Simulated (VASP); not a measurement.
Here is a VASP 6.6.1 calculation.

INCAR

```
SYSTEM = KSi3I
PREC = Accurate ; ENCUT = 520
EDIFF = 1E-6 ; ISMEAR = 0
SIGMA = 0.1 ; LREAL = .False.
LASPH = .True. ; NELM = 80
ALGO = Normal ; ISIF = 2
LWAVE = .False. ; LCHARG = .True.
GGA = PE ; LELF = .True.
LVHAR = .True. ; NBANDS = 22
```

KPOINTS

```
regular mesh
0
Gamma
  8 8 8
  0 0 0
```

File POSCAR:

```
KSi3I
1.0
    5.4860769974      0.0000000000      0.0000000000
    0.0000000000      5.4860769974      0.0000000000
    0.0000000000      0.0000000000      5.4860769974
K Si I
1 3 1
Direct
    0.0000000000      0.0000000000      0.0000000000
    0.0000000000      0.5000000000      0.5000000000
    0.5000000000      0.0000000000      0.5000000000
    0.5000000000      0.5000000000      0.0000000000
    0.5000000000      0.5000000000      0.5000000000
```

Potentials or basis: VASP PAW PBE potentials, release 64 (K_sv, Si, I).

Run with:

```sh
$ cat potpaw_PBE.64/K_sv/POTCAR potpaw_PBE.64/Si/POTCAR potpaw_PBE.64/I/POTCAR > POTCAR
$ mpirun -np 1 vasp_std > vasp.out
```

(1) Predict the band gap on the k mesh.

(2) What does it give for the pressure?

Answers

(1) zero (bands 14 and 15 overlap by 0.56 eV).

(2) 0.0 GPa.

Caveat: spin-orbit coupling is left out, which moves the levels of the heavy elements.
